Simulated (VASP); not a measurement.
# Nb (Im-3m) in VASP: a series of runs

Runs on Nb. Level: PBE. Tasks: single point.

All numbers are computed with VASP 6.6.1; they aren't measurements. Logs are shortened: lines on timing, memory, paths and dates and some standing lists are left out, and cuts for length are marked.

## Step 1: The cell of the first run

Symmetry: Im-3m, No. 229, cubic system. The conventional cell has a = 3.350 Å, b = 3.350 Å, c = 3.350 Å, α = 90.00°, β = 90.00°, γ = 90.00°. Within 3.8 Å of Nb (site symmetry m-3m) lie 14 Nb at 2.90 to 3.35 Å.

## Step 2: Single point, PBE (volume scaled by 1.02)

Contents of INCAR:

```
SYSTEM = Nb
PREC = Accurate
ENCUT = 520
EDIFF = 1E-7
ISMEAR = -1
SIGMA = 0.05
LREAL = .False.
LASPH = .True.
NELM = 80
ALGO = Fast
ISIF = 2
LWAVE = .False.
LCHARG = .False.
GGA = PE
NBANDS = 12
```

Contents of KPOINTS:

```
regular mesh
0
Gamma
  11 11 11
  0 0 0
```

Contents of POSCAR:

```
Nb
1.0
   -1.6749698576      1.6749698576      1.6749698576
    1.6749698576     -1.6749698576      1.6749698576
    1.6749698576      1.6749698576     -1.6749698576
Nb
1
Direct
    0.0000000000      0.0000000000      0.0000000000
```

Potentials or basis: VASP PAW PBE potentials, release 64 (Nb_sv).

Command:

```
> cat potpaw_PBE.64/Nb_sv/POTCAR > POTCAR
> mpirun -np 1 vasp_std > vasp.out
```

OUTCAR:

```text
SYSTEM = Nb
   PREC = Accurate
   ENCUT = 520
   EDIFF = 1E-7
   ISMEAR = -1
   LREAL = .False.
   LASPH = .True.
   NELM = 80
   ISIF = 2
   GGA = PE

 ion  position               nearest neighbor table
   1  0.000  0.000  0.000-

  LATTYP: Found a body centered cubic cell.
 ALAT       =     3.3499397152

  Lattice vectors:

 A1 = (  -1.6749698576,   1.6749698576,   1.6749698576)
 A2 = (   1.6749698576,  -1.6749698576,   1.6749698576)
 A3 = (   1.6749698576,   1.6749698576,  -1.6749698576)

Analysis of symmetry for initial positions (statically):
=====================================================================
 Subroutine PRICEL returns:
 Original cell was already a primitive cell.

 Routine SETGRP: Setting up the symmetry group for a
 body centered cubic supercell.

 Subroutine GETGRP returns: Found 48 space group operations
 (whereof 48 operations were pure point group operations)
 out of a pool of 48 trial point group operations.

The static configuration has the point symmetry O_h .

Analysis of symmetry for dynamics (positions and initial velocities):
=====================================================================
 Subroutine PRICEL returns:
 Original cell was already a primitive cell.

 Routine SETGRP: Setting up the symmetry group for a
 body centered cubic supercell.

 Subroutine GETGRP returns: Found 48 space group operations
 (whereof 48 operations were pure point group operations)
 out of a pool of 48 trial point group operations.

The dynamic configuration has the point symmetry O_h .

 Subroutine INISYM returns: Found 48 space group operations
 (whereof 48 operations are pure point group operations),
 and found     1 'primitive' translations

----------------------------------------------------------------------------------------

                                     Primitive cell

  volume of cell :      18.7967

  direct lattice vectors                    reciprocal lattice vectors
    -1.674969858  1.674969858  1.674969858     0.000000000  0.298512835  0.298512835
     1.674969858 -1.674969858  1.674969858     0.298512835  0.000000000  0.298512835
     1.674969858  1.674969858 -1.674969858     0.298512835  0.298512835  0.000000000

  length of vectors
     2.901132895  2.901132895  2.901132895     0.422160899  0.422160899  0.422160899

  position of ions in fractional coordinates (direct lattice)
     0.000000000  0.000000000  0.000000000

[... 81 lines left out ...]
   ISIF   =      2    stress and relaxation
   ISYM   =      2    0-nonsym 1-usesym 2-fastsym
   POTIM  = 0.5000    time-step for ionic-motion
   TEBEG  =    0.0;   TEEND  =   0.0 temperature during run
   PSTRESS=    0.0 pullay stress
   NELECT =      13.0000    total number of electrons
   NUPDOWN=      -1.0000    fix difference up-down
   EMIN   =  10.00;   EMAX   =-10.00  energy-range for DOS
   EFERMI =   0.00;   METHOD = LEGACY
   ISMEAR =    -1;   SIGMA  =   0.05  broadening in eV -4-tet -1-fermi 0-gaus
   EFERMI_NEDOS =   21; number of points for ismear=-14 and -15
   IALGO  =     68    algorithm
   IMIX   =      4    mixing-type and parameters
     AMIX     =   0.40;   BMIX     =  1.00
     AMIX_MAG =   1.60;   BMIX_MAG =  1.00
  volume/ion in A,a.u.               =      18.80       126.85
  Fermi-wavevector in a.u.,A,eV,Ry     =   1.447757  2.735864 28.517809  2.096000
  Thomas-Fermi vector in A             =   2.565675
   LORBIT       =      0    0 simple, 1 ext, 2 COOP (PROOUT), +10 PAW based schemes
   GGA     = PE    functional components
   LHFCALC =     F    Hartree Fock is set to
   AEXX    =    0.0000 exact exchange contribution
   IVDW    =     0    specifies the selected vdW correction
   LEPSILON=     F    determine dielectric tensor
   LRPA    =     F    only Hartree local field effects (RPA)
 non-spin polarized calculation
 RMM-DIIS sequential band-by-band and
  energy-cutoff  :      520.00
  volume of cell :       18.80
 maximum number of plane-waves:       531
 NGX is ok and might be reduce to    24
   NGX = 11   NGY = 11   NGZ = 11

 number of electron      12.9999999 magnetization

 Free energy of the ion-electron system (eV)
  ---------------------------------------------------
  ext. energy  EPLUGINS =         0.00000000
  ---------------------------------------------------
  free energy    TOTEN  =       -10.20511150 eV

  energy without entropy =      -10.19084590  energy(sigma->0) =      -10.19797870

 E-fermi :  10.5596     XC(G=0): -12.2830

 val. band max:       10.5466028005   @ k =  -0.3636   0.3636   0.1818
 cond. band min:      10.5658417240   @ k =  -0.1818   0.1818   0.0909
 fundamental gap:      0.0192389235
 Fermi energy:        10.5596335363

 k-point     1 :       0.0000    0.0000    0.0000
  band No.  band energies     occupation
      1     -43.8463      2.00000
      2     -19.2276      2.00000
      3     -19.2276      2.00000
      4     -19.2276      2.00000
      5       4.7294      2.00000
      6      10.9633      0.00062
      7      10.9633      0.00062
      8      10.9633      0.00062
      9      13.7334      0.00000
     10      13.7334      0.00000
     11      24.6916      0.00000
     12      24.6916      0.00000
[... 331 lines left out ...]
 k-point    24 :       0.3636    0.1818    0.0909
  band No.  band energies     occupation
      1     -43.6293      2.00000
      2     -20.2048      2.00000
      3     -19.7645      2.00000
      4     -19.4230      2.00000
      5       8.2975      2.00000
      6       9.1040      2.00000
      7      10.8369      0.00777
      8      14.0840      0.00000
      9      14.4652      0.00000
     10      19.2093      0.00000
     11      20.5461      0.00000
     12      22.9072      0.00000

 [... further k-points ...]

------------------------ aborting loop because EDIFF is reached ----------------------------------------

  FORCE on cell =-STRESS in cart. coord.  units (eV):
  Direction    XX          YY          ZZ          XY          YZ          ZX
  --------------------------------------------------------------------------------------
  -------------------------------------------------------------------------------------
  Total       -0.6413505     -0.6413505     -0.6413505      0.0000000     -0.0000000     -0.0000000
  in kB      -54.6669747    -54.6669747    -54.6669747      0.0000000     -0.0000000     -0.0000000
  external PRESSURE =     -54.6669747 kB  Pullay stress =       0.0000000 kB

 VOLUME and BASIS-vectors are now :
 -----------------------------------------------------------------------------
  energy-cutoff  :      520.00
  volume of cell :       18.80
      direct lattice vectors                 reciprocal lattice vectors
    -1.674969858  1.674969858  1.674969858     0.000000000  0.298512835  0.298512835
     1.674969858 -1.674969858  1.674969858     0.298512835  0.000000000  0.298512835
     1.674969858  1.674969858 -1.674969858     0.298512835  0.298512835  0.000000000

 POSITION                                       TOTAL-FORCE (eV/Angst)
 -----------------------------------------------------------------------------------
      0.00000      0.00000      0.00000         0.000000      0.000000     -0.000000
 -----------------------------------------------------------------------------------
    total drift:                                0.000000      0.000000      0.000000

  FREE ENERGIE OF THE ION-ELECTRON SYSTEM (eV)
  ---------------------------------------------------
  free  energy   TOTEN  =       -10.2051115020 eV

  energy  without entropy=      -10.1908458986  energy(sigma->0) =      -10.19797870
```

OSZICAR:

```text
N       E                     dE             d eps       ncg     rms          rms(c)
DAV:   1     0.114471901156E+03    0.11447E+03   -0.71975E+03  1344   0.108E+03
DAV:   2    -0.584877055848E+01   -0.12032E+03   -0.11660E+03  1484   0.386E+02
DAV:   3    -0.104011439975E+02   -0.45524E+01   -0.43491E+01  1912   0.650E+01
[... 17 lines left out ...]
RMM:  21    -0.102051101380E+02   -0.31237E-06   -0.41441E-06  1403   0.758E-03    0.864E-03
RMM:  22    -0.102051106642E+02   -0.52617E-06   -0.29216E-06  1289   0.826E-03    0.514E-03
RMM:  23    -0.102051111163E+02   -0.45212E-06   -0.16433E-06  1283   0.898E-03    0.173E-03
RMM:  24    -0.102051114046E+02   -0.28827E-06   -0.11080E-06  1158   0.748E-03    0.288E-04
RMM:  25    -0.102051115020E+02   -0.97490E-07   -0.63287E-07  1098   0.547E-03
   1 F= -.10205112E+02 E0= -.10197979E+02  d E =-.142656E-01
```

Wall time 18 s (1 thread of Intel Xeon 6975P-C (Granite Rapids), shared host); peak memory 0.14 GiB.

Results:

```
Free energy : -10.2051 eV
Pressure    : -5.5 GPa
```

Levels at points of the mesh, in eV from the Fermi level:
```
           k point  band 3  band 4  band 5  band 6  band 7  band 8  band 9  band 10
(0.00, 0.00, 0.00)  -29.79  -29.79   -5.83    0.40    0.40    0.40    3.17     3.17
```

## Step 3: Single point, PBE (volume scaled by 1.06)

Contents of INCAR:

```
PREC = Accurate
ENCUT = 520
EDIFF = 1E-7
ISMEAR = -1
SIGMA = 0.05
LREAL = False
LASPH = True
NELM = 80
ALGO = Normal
ISIF = 2
LWAVE = False
LCHARG = True
GGA = PE
LELF = True
LVHAR = True
NBANDS = 12
```

Contents of KPOINTS:

```
Automatic mesh
0
Gamma
  11 11 11
```

Contents of POSCAR:

```
Nb
1.0
   -1.6965847559      1.6965847559      1.6965847559
    1.6965847559     -1.6965847559      1.6965847559
    1.6965847559      1.6965847559     -1.6965847559
Nb
1
Direct
    0.0000000000      0.0000000000      0.0000000000
```

Potentials or basis: VASP PAW PBE potentials, release 64 (Nb_sv).

Command:

```
> cat potpaw_PBE.64/Nb_sv/POTCAR > POTCAR
> mpirun -np 1 vasp_std > vasp.out
```

Run time: 12 s. Hardware: 1 thread of Intel Xeon 6975P-C (Granite Rapids), shared host; peak memory 0.14 GiB.

Results (log left out):

```yaml
Free_energy: -10.1674 eV
Pressure: -10.9 GPa
```

Levels at points of the mesh, in eV from the Fermi level:
| k point | band 3 | band 4 | band 5 | band 6 | band 7 | band 8 | band 9 | band 10 |
| --- | --- | --- | --- | --- | --- | --- | --- | --- |
| (0.00, 0.00, 0.00) | -29.92 | -29.92 | -5.76 | 0.40 | 0.40 | 0.40 | 3.05 | 3.05 |
